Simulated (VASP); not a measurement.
# WSe2 (P6_3/mmc) in VASP: a series of runs

WSe2 is run at these levels: PBE; tasks: electric field gradients.

All numbers are computed with VASP 6.6.1; they aren't measurements. Logs are shortened: lines on timing, memory, paths and dates and some standing lists are left out, and cuts for length are marked.

## Step 1: The cell of the first run

The structure is hexagonal, space group P6_3/mmc (No. 194). The conventional cell has a = 3.224 Å, b = 3.224 Å, c = 12.970 Å, α = 90.00°, β = 90.00°, γ = 120.00°. Within 3.3 Å of W (site symmetry -6m2) lie 6 Se at 2.50 Å and 6 W at 3.22 Å. Within 3.4 Å of Se (site symmetry 3m) lie 3 W at 2.50 Å and 7 Se at 3.22 to 3.35 Å.

## Step 2: Electric field gradients, PBE (equal xx and yy strain of -2 %)

Input file INCAR:

```
ALGO = Normal
EDIFF = 1E-8
ENCUT = 400
GGA = PE
GGA_COMPAT = False
ISIF = 2
ISMEAR = -1
LASPH = True
LCHARG = False
LEFG = True
LREAL = False
LWAVE = False
NBANDS = 35
NELM = 120
PREC = Accurate
SIGMA = 0.08
```

Input file KPOINTS:

```
k-points
0
Gamma
  11 11 3
```

Input file POSCAR:

```
WSe2
1.0
    3.2241984815      0.0000000000      0.0000000000
   -1.6120992407      2.7922377918      0.0000000000
    0.0000000000      0.0000000000     12.9700000000
W Se
2 4
Direct
    0.3333333333      0.6666666667      0.2500000000
    0.6666666667      0.3333333333      0.7500000000
    0.3333333333      0.6666666667      0.6210000000
    0.6666666667      0.3333333333      0.1210000000
    0.3333333333      0.6666666667      0.8790000000
    0.6666666667      0.3333333333      0.3790000000
```

Potentials or basis: VASP PAW PBE potentials, release 64 (W_sv, Se).

Command:

```sh
$ cat potpaw_PBE.64/W_sv/POTCAR potpaw_PBE.64/Se/POTCAR > POTCAR
$ mpirun -np 1 vasp_std > vasp.out
```

OUTCAR:

```text
EDIFF = 1E-8
   ENCUT = 400
   GGA = PE
   ISIF = 2
   ISMEAR = -1
   LASPH = True
   LREAL = False
   NELM = 120
   PREC = Accurate

 ion  position               nearest neighbor table
   1  0.333  0.667  0.250-   4 2.50   6 2.50   4 2.50   6 2.50   4 2.50   6 2.50
   2  0.667  0.333  0.750-   3 2.50   5 2.50   3 2.50   5 2.50   3 2.50   5 2.50
   3  0.333  0.667  0.621-   2 2.50   2 2.50   2 2.50
   4  0.667  0.333  0.121-   1 2.50   1 2.50   1 2.50
   5  0.333  0.667  0.879-   2 2.50   2 2.50   2 2.50
   6  0.667  0.333  0.379-   1 2.50   1 2.50   1 2.50

  LATTYP: Found a hexagonal cell.
 ALAT       =     3.2241984815
 C/A-ratio  =     4.0227052008

  Lattice vectors:

 A1 = (   3.2241984815,   0.0000000000,   0.0000000000)
 A2 = (  -1.6120992407,   2.7922377918,   0.0000000000)
 A3 = (   0.0000000000,   0.0000000000,  12.9700000000)

Analysis of symmetry for initial positions (statically):
=====================================================================
 Subroutine PRICEL returns:
 Original cell was already a primitive cell.

 Routine SETGRP: Setting up the symmetry group for a
 hexagonal supercell.

 Subroutine GETGRP returns: Found 24 space group operations
 (whereof 12 operations were pure point group operations)
 out of a pool of 24 trial point group operations.

The static configuration has the point symmetry D_3d.
 The point group associated with its full space group is D_6h.

Analysis of symmetry for dynamics (positions and initial velocities):
=====================================================================
 Subroutine PRICEL returns:
 Original cell was already a primitive cell.

 Routine SETGRP: Setting up the symmetry group for a
 hexagonal supercell.

 Subroutine GETGRP returns: Found 24 space group operations
 (whereof 12 operations were pure point group operations)
 out of a pool of 24 trial point group operations.

The dynamic configuration has the point symmetry D_3d.
 The point group associated with its full space group is D_6h.

 Subroutine INISYM returns: Found 24 space group operations
 (whereof 12 operations are pure point group operations),
 and found     1 'primitive' translations

----------------------------------------------------------------------------------------

                                     Primitive cell

  volume of cell :     116.7654

  direct lattice vectors                    reciprocal lattice vectors
     3.224198482  0.000000000  0.000000000     0.310154603  0.179067844  0.000000000
    -1.612099241  2.792237792  0.000000000     0.000000000  0.358135687  0.000000000
     0.000000000  0.000000000 12.970000000     0.000000000  0.000000000  0.077101002

  length of vectors
     3.224198482  3.224198481 12.970000000     0.358135687  0.358135687  0.077101002

  position of ions in fractional coordinates (direct lattice)
     0.333333333  0.666666667  0.250000000
     0.666666667  0.333333333  0.750000000
     0.333333333  0.666666667  0.621000000
     0.666666667  0.333333333  0.121000000
     0.333333333  0.666666667  0.879000000
     0.666666667  0.333333333  0.379000000

  ion indices of the primitive-cell ions
   primitive index   ion index
                 1           1
                 2           2
                 3           3
                 4           4
                 5           5
                 6           6

----------------------------------------------------------------------------------------

 KPOINTS: k-points

Automatic generation of k-mesh.
 Grid dimensions read from file:
 generate k-points for:   11   11    3

 Generating k-lattice:

  Cartesian coordinates                     Fractional coordinates (reciprocal lattice)
     0.028195873  0.016278895  0.000000000     0.090909091  0.000000000  0.000000000
     0.000000000  0.032557790  0.000000000     0.000000000  0.090909091  0.000000000
     0.000000000  0.000000000  0.025700334     0.000000000  0.000000000  0.333333333

  Length of vectors
     0.032557790  0.032557790  0.025700334

  Shift w.r.t. Gamma in fractional coordinates (k-lattice)
     0.000000000  0.000000000  0.000000000

 Subroutine IBZKPT returns following result:
 ===========================================

 Found     32 irreducible k-points:

 Following reciprocal coordinates:
            Coordinates               Weight
  0.000000  0.000000  0.000000      1.000000
  0.090909  0.000000  0.000000      6.000000
  0.181818  0.000000  0.000000      6.000000
  0.272727  0.000000  0.000000      6.000000
  0.363636  0.000000  0.000000      6.000000
  0.454545  0.000000  0.000000      6.000000
[... 16 lines left out ...]
  0.090909  0.090909  0.333333     12.000000
  0.181818  0.090909  0.333333     24.000000
 [... further k-points ...]
   k-points           NKPTS =     32   k-points in BZ     NKDIM =     32   number of bands    NBANDS=     35
   number of dos      NEDOS =    301   number of ions     NIONS =      6
   total plane-waves  NPLWV =  51840
   dimension x,y,z NGX =    24 NGY =   24 NGZ =   90
   dimension x,y,z NGXF=    48 NGYF=   48 NGZF=  180
   ions per type =               2   4
   NGX,Y,Z   is equivalent  to a cutoff of  12.37, 12.37, 11.54 a.u.
   NGXF,Y,Z  is equivalent  to a cutoff of  24.75, 24.75, 23.07 a.u.
 SYSTEM =  unknown system
   PREC   = accura    normal or accurate (medium, high low for compatibility)
   ISTART =      0    job   : 0-new  1-cont  2-samecut
   ICHARG =      2    charge: 1-file 2-atom 10-const
   ISPIN  =      1    spin polarized calculation?
   LNONCOLLINEAR =      F non collinear calculations
   LSORBIT =      F    spin-orbit coupling
   LASPH  =      T    aspherical Exc in radial PAW
   ENCUT  =  400.0 eV  29.40 Ry    5.42 a.u.   5.26  5.26 21.15*2*pi/ulx,y,z
   NELM   =    120;   NELMIN=  2; NELMDL= -5     # of ELM steps
   EDIFF  = 0.1E-07   stopping-criterion for ELM
   LREAL  =      F    real-space projection
   EDIFFG = 0.1E-06   stopping-criterion for IOM
   NSW    =      0    number of steps for IOM
   IBRION =     -1    ionic relax: 0-MD 1-quasi-New 2-CG
   NFREE  =      0    steps in history (QN), initial steepest desc. (CG)
   ISIF   =      2    stress and relaxation
   ISYM   =      2    0-nonsym 1-usesym 2-fastsym
   POTIM  = 0.5000    time-step for ionic-motion
   TEBEG  =    0.0;   TEEND  =   0.0 temperature during run
   PSTRESS=    0.0 pullay stress
   NELECT =      52.0000    total number of electrons
   NUPDOWN=      -1.0000    fix difference up-down
   EMIN   =  10.00;   EMAX   =-10.00  energy-range for DOS
   EFERMI =   0.00;   METHOD = LEGACY
   ISMEAR =    -1;   SIGMA  =   0.08  broadening in eV -4-tet -1-fermi 0-gaus
   EFERMI_NEDOS =   21; number of points for ismear=-14 and -15
   IALGO  =     38    algorithm
   IMIX   =      4    mixing-type and parameters
     AMIX     =   0.40;   BMIX     =  1.00
     AMIX_MAG =   1.60;   BMIX_MAG =  1.00
  volume/ion in A,a.u.               =      19.46       131.33
  Fermi-wavevector in a.u.,A,eV,Ry     =   1.250176  2.362490 21.265097  1.562941
  Thomas-Fermi vector in A             =   2.384183
   LORBIT       =      0    0 simple, 1 ext, 2 COOP (PROOUT), +10 PAW based schemes
   GGA     = PE    functional components
   LHFCALC =     F    Hartree Fock is set to
   AEXX    =    0.0000 exact exchange contribution
   IVDW    =     0    specifies the selected vdW correction
   LEPSILON=     F    determine dielectric tensor
   LRPA    =     F    only Hartree local field effects (RPA)
 non-spin polarized calculation
  energy-cutoff  :      400.00
  volume of cell :      116.77
 maximum number of plane-waves:      2138
 NGX is ok and might be reduce to    24
   NGX = 11   NGY = 11   NGZ = 43

 number of electron      52.0000012 magnetization

 Free energy of the ion-electron system (eV)
  ---------------------------------------------------
  ext. energy  EPLUGINS =         0.00000000
  ---------------------------------------------------
  free energy    TOTEN  =       -42.91657038 eV

  energy without entropy =      -42.91648266  energy(sigma->0) =      -42.91652652

 E-fermi :   7.0901     XC(G=0): -10.9512

 val. band max:        6.6348433610   @ k =   0.0000   0.0000   0.0000
 cond. band min:       7.6088706557   @ k =   0.1818   0.1818   0.0000
 fundamental gap:      0.9740272947
 Fermi energy:         7.0901451777

 k-point     1 :       0.0000    0.0000    0.0000
  band No.  band energies     occupation
      1     -67.5171      2.00000
      2     -67.5171      2.00000
      3     -31.8212      2.00000
      4     -31.8211      2.00000
      5     -31.6324      2.00000
      6     -31.6324      2.00000
[... 27 lines left out ...]
     34       9.8663      0.00000
     35      11.5957      0.00000

 k-point     2 :       0.0909    0.0000    0.0000
  band No.  band energies     occupation
      1     -67.5160      2.00000
      2     -67.5159      2.00000
      3     -31.8166      2.00000
      4     -31.8166      2.00000
      5     -31.6560      2.00000
      6     -31.6560      2.00000
[... 27 lines left out ...]
     34       9.8621      0.00000
     35      12.3199      0.00000

 k-point     3 :       0.1818    0.0000    0.0000
  band No.  band energies     occupation
      1     -67.5130      2.00000
      2     -67.5130      2.00000
      3     -31.8043      2.00000
      4     -31.8043      2.00000
      5     -31.7189      2.00000
      6     -31.7189      2.00000
[... 27 lines left out ...]
     34      10.3925      0.00000
     35      13.2014      0.00000
[... 723 lines left out ...]
 k-point    23 :       0.0909    0.0909    0.3333
  band No.  band energies     occupation
      1     -67.5139      2.00000
      2     -67.5139      2.00000
      3     -31.8082      2.00000
      4     -31.8081      2.00000
      5     -31.6979      2.00000
      6     -31.6979      2.00000
[... 27 lines left out ...]
     34      10.2655      0.00000
     35      13.3108      0.00000

 k-point    24 :       0.1818    0.0909    0.3333
  band No.  band energies     occupation
      1     -67.5104      2.00000
      2     -67.5104      2.00000
      3     -31.7939      2.00000
      4     -31.7939      2.00000
      5     -31.7664      2.00000
      6     -31.7664      2.00000
[... 27 lines left out ...]
     34      10.8076      0.00000
     35      13.7113      0.00000

 [... further k-points ...]

------------------------ aborting loop because EDIFF is reached ----------------------------------------

  FORCE on cell =-STRESS in cart. coord.  units (eV):
  Direction    XX          YY          ZZ          XY          YZ          ZX
  --------------------------------------------------------------------------------------
  -------------------------------------------------------------------------------------
  Total        7.6928485      7.6928485      6.9112056      0.0000000      0.0000000      0.0000000
  in kB      105.5561676    105.5561676     94.8309818      0.0000000      0.0000000      0.0000000
  external PRESSURE =     101.9811056 kB  Pullay stress =       0.0000000 kB

 VOLUME and BASIS-vectors are now :
 -----------------------------------------------------------------------------
  energy-cutoff  :      400.00
  volume of cell :      116.77
      direct lattice vectors                 reciprocal lattice vectors
     3.224198482  0.000000000  0.000000000     0.310154603  0.179067844  0.000000000
    -1.612099241  2.792237792  0.000000000     0.000000000  0.358135687  0.000000000
     0.000000000  0.000000000 12.970000000     0.000000000  0.000000000  0.077101002

 POSITION                                       TOTAL-FORCE (eV/Angst)
 -----------------------------------------------------------------------------------
     -0.00000      1.86149      3.24250        -0.000000     -0.000000      0.000000
      1.61210      0.93075      9.72750         0.000000      0.000000      0.000000
     -0.00000      1.86149      8.05437        -0.000000      0.000000     -0.690641
      1.61210      0.93075      1.56937         0.000000     -0.000000     -0.690641
     -0.00000      1.86149     11.40063         0.000000      0.000000      0.690641
      1.61210      0.93075      4.91563        -0.000000      0.000000      0.690641
 -----------------------------------------------------------------------------------
    total drift:                               -0.000000      0.000000     -0.000000

  FREE ENERGIE OF THE ION-ELECTRON SYSTEM (eV)
  ---------------------------------------------------
  free  energy   TOTEN  =       -42.9165703764 eV

  energy  without entropy=      -42.9164826562  energy(sigma->0) =      -42.91652652

 Electric field gradients (V/A^2)
---------------------------------------------------------------------
 ion       V_xx      V_yy      V_zz      V_xy      V_xz      V_yz
---------------------------------------------------------------------
   1      73.064    73.064  -146.128     0.001     0.000    -0.000
   2      73.064    73.064  -146.128     0.001    -0.000     0.000
   3      36.603    36.604   -73.207     0.000    -0.000     0.000
   4      36.603    36.604   -73.207     0.000     0.000    -0.000
   5      36.603    36.604   -73.207     0.000     0.000    -0.000
   6      36.603    36.604   -73.207     0.000    -0.000     0.000
---------------------------------------------------------------------

 Electric field gradients after diagonalization (V/A^2)
 (convention: |V_zz| > |V_xx| > |V_yy|)
----------------------------------------------------------------------
 ion       V_xx      V_yy      V_zz     asymmetry (V_yy - V_xx)/ V_zz
----------------------------------------------------------------------
   1      73.065    73.063  -146.128       0.000
   2      73.065    73.063  -146.128       0.000
   3      36.604    36.603   -73.207       0.000
   4      36.604    36.603   -73.207       0.000
   5      36.604    36.603   -73.207       0.000
   6      36.604    36.603   -73.207       0.000
----------------------------------------------------------------------

           NMR quadrupolar parameters

 Cq : quadrupolar parameter    Cq=e*Q*V_zz/h
 eta: asymmetry parameters     (V_yy - V_xx)/ V_zz
 Q  : nuclear electric quadrupole moment in mb (millibarn)
----------------------------------------------------------------------
 ion       Cq(MHz)       eta       Q (mb)
----------------------------------------------------------------------
   1      -0.353       0.000       1.000
   2      -0.353       0.000       1.000
   3      -0.177       0.000       1.000
   4      -0.177       0.000       1.000
   5      -0.177       0.000       1.000
   6      -0.177       0.000       1.000
----------------------------------------------------------------------
```

Wall time 3.2 min (1 thread of Intel Xeon 8259CL, shared host); peak memory 0.25 GiB.

What came out:

- Free energy: -42.9166 eV
- Pressure: 10.2 GPa
- Largest force: 0.691 eV/Å
- Band gap on the k mesh: 0.97 eV (least direct gap 1.95 eV)
- Largest electric field gradient by atom: W -146.1; Se -73.2 V/Å²

Forces on the atoms (eV/Å):
```
W    0.000  0.000  0.000
W    0.000  0.000  0.000
Se   0.000  0.000 -0.691
Se   0.000  0.000 -0.691
Se   0.000  0.000  0.691
Se   0.000  0.000  0.691
```

Levels at points of the mesh, in eV from the valence-band top:
```csv
k point,band 24,band 25,band 26,band 27,band 28,band 29
"(0.00, 0.00, 0.00)",-1.25,-1.15,0.00,2.92,2.92,2.97
```

Electric field gradients, principal values (V/Å²):
| atom | least | middle | greatest (by size) |
| --- | --- | --- | --- |
| 1 W | 73.063 | 73.065 | -146.128 |
| 2 W | 73.063 | 73.065 | -146.128 |
| 3 Se | 36.603 | 36.604 | -73.207 |
| 4 Se | 36.603 | 36.604 | -73.207 |
| 5 Se | 36.603 | 36.604 | -73.207 |
| 6 Se | 36.603 | 36.604 | -73.207 |

Caveat: the cell differs from its parent crystal (equal xx and yy strain of -2 %); the cell stands under pressure; without QUAD_EFG the Cq values of the log hold for a quadrupole moment of 1 mb, not for the nuclei; spin-orbit coupling is left out, which moves the levels of the heavy elements; this functional lacks dispersion, which binds layers or chains, so the pressure and a relaxed spacing across them are unreliable.

(Part 1 of 2 ends here.)
